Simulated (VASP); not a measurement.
A run of VASP 6.6.1 is set up as follows.

Contents of INCAR:

```
PREC = Accurate
ENCUT = 520
EDIFF = 1E-7
ISMEAR = 0
SIGMA = 0.1
LREAL = False
LASPH = True
NELM = 60
ALGO = Normal
ISIF = 2
LWAVE = False
LCHARG = False
GGA = PE
NBANDS = 38
```

Contents of KPOINTS:

```
Automatic mesh
0
Gamma
  4 4 4
```

File POSCAR:

```
Nb3N4
1.0
    4.7134087666      0.0000000000      0.0000000000
    0.0000000000      4.7134087666      0.0000000000
    0.0000000000      0.0000000000      4.7134087666
Nb N
3 4
Direct
    0.0000000000      0.0000000000      0.5000000000
    0.5000000000      0.0000000000      0.0000000000
    0.0000000000      0.5000000000      0.0000000000
    0.7618652136      0.2381347864      0.2381347864
    0.2381347864      0.7618652136      0.2381347864
    0.2381347864      0.2381347864      0.7618652136
    0.7618652136      0.7618652136      0.7618652136
```

Potentials or basis: VASP PAW PBE potentials, release 64 (Nb_sv, N).

Command:

```sh
$ cat potpaw_PBE.64/Nb_sv/POTCAR potpaw_PBE.64/N/POTCAR > POTCAR
$ mpirun -np 1 vasp_std > vasp.out
```

**Question.** What does it give for the largest force?

**Answer.** 0.014 eV/Å.

**Question.** Predict the pressure.

**Answer.** -0.1 GPa.

Forces in eV/Å, atoms in the order of the input:
```
Nb   0.000  0.000  0.000
Nb   0.000  0.000  0.000
Nb   0.000  0.000  0.000
N    0.008 -0.008 -0.008
N   -0.008  0.008 -0.008
N   -0.008 -0.008  0.008
N    0.008  0.008  0.008
```
